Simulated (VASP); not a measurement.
Runs of VASP 6.6.1 on AlN. The cells are those of the table. 

| cell | gap on the mesh (eV) | pressure (GPa) | largest force (eV/Å) |
| --- | --- | --- | --- |
| a = 3.130, b = 3.130, c = 10.041 Å, angles 89.1, 88.2, 60.0°, 8 atoms | 3.91 | -0.4 | 0.59 |
| a = 3.130, b = 3.130, c = 10.055 Å, angles 88.2, 86.4, 60.0°, 8 atoms | 3.62 | (a) | 1.14 |
| a = 3.130, b = 3.130, c = 10.114 Å, angles 86.5, 82.9, 60.0°, 8 atoms | (b) | -1.4 | 1.16 |
| a = 3.130, b = 3.130, c = 10.080 Å, angles 87.3, 84.7, 60.0°, 8 atoms | 3.30 | (c) | 1.37 |

Alike in all rows: task single point; level PBE; potentials or basis VASP PAW PBE potentials, release 64 (Al, N); no spin polarisation; k mesh 8 × 8 × 3; cutoff (eV) 520; smearing gaussian 0.05 eV.

Task: Estimate the missing entries.

Result: (a) -0.8; (b) 3.09; (c) -1.2.

Caveats: forces of over 1 eV/Å act on the atoms, so gaps and moduli don't describe the material at rest (at least some runs); the stress differs along the axes, from -9 to 5 GPa (at least some runs); the stress differs along the axes, from -6 to 3 GPa (at least some runs).

A k mesh can miss the band edges.
